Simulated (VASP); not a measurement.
Wanted: the native input for a VASP 6.6.1 run.

```
Task                   : single point
Functional             : PBE
Potentials or basis    : VASP PAW PBE potentials, release 64 (Ta_pv, O)
Cutoff                 : 520 eV
k mesh                 : 6 × 6 × 4
Occupations            : gaussian, width 0.1 eV
Spin                   : no spin polarisation
Dipole correction      : no
Further INCAR settings : ALGO = Normal; EDIFF = 1e-06; NBANDS = 33
```

The structure of Ta4O lies in POSCAR:

```
Ta4O
1.0
    5.4691466660      0.0000000000      0.0000000000
   -2.7345733330      4.7364199498      0.0000000000
    0.0000000000      0.0000000000      4.4610256212
Ta O
4 1
Direct
    0.1616556320      0.8383443680      0.5000000000
    0.1616556320      0.3233112640      0.5000000000
    0.6766887360      0.8383443680      0.5000000000
    0.0000000000      0.0000000000      0.0000000000
    0.3333333333      0.6666666667      0.0000000000
```

These files were run (other wordings do the same):

INCAR

```
SYSTEM = Ta4O
PREC = Accurate
ENCUT = 520
EDIFF = 1E-6
ISMEAR = 0
SIGMA = 0.1
LREAL = .False.
LASPH = .True.
NELM = 100
ALGO = Normal
ISIF = 2
LWAVE = .False.
LCHARG = .True.
GGA = PE
LELF = .True.
LVHAR = .True.
NBANDS = 33
```

KPOINTS

```
regular mesh
0
Gamma
  6 6 4
  0 0 0
```

Potentials or basis: VASP PAW PBE potentials, release 64 (Ta_pv, O).

Launch:

```bash
$ cat potpaw_PBE.64/Ta_pv/POTCAR potpaw_PBE.64/O/POTCAR > POTCAR
$ mpirun -np 1 vasp_std > vasp.out
```

Results of the run:

The pressure is 0.3 GPa. The largest force is 0.006 eV/Å and the band gap on the k mesh is zero (band 25 reaches 3.41 eV, above the bottom of band 26 at 1.84 eV).

Caveat: spin-orbit coupling is left out, which moves the levels of the heavy elements.

Wall time 86 s on 1 thread of AMD EPYC 7R43 64-Core Processor (Zen 3), on a shared host, peak memory 0.23 GiB.
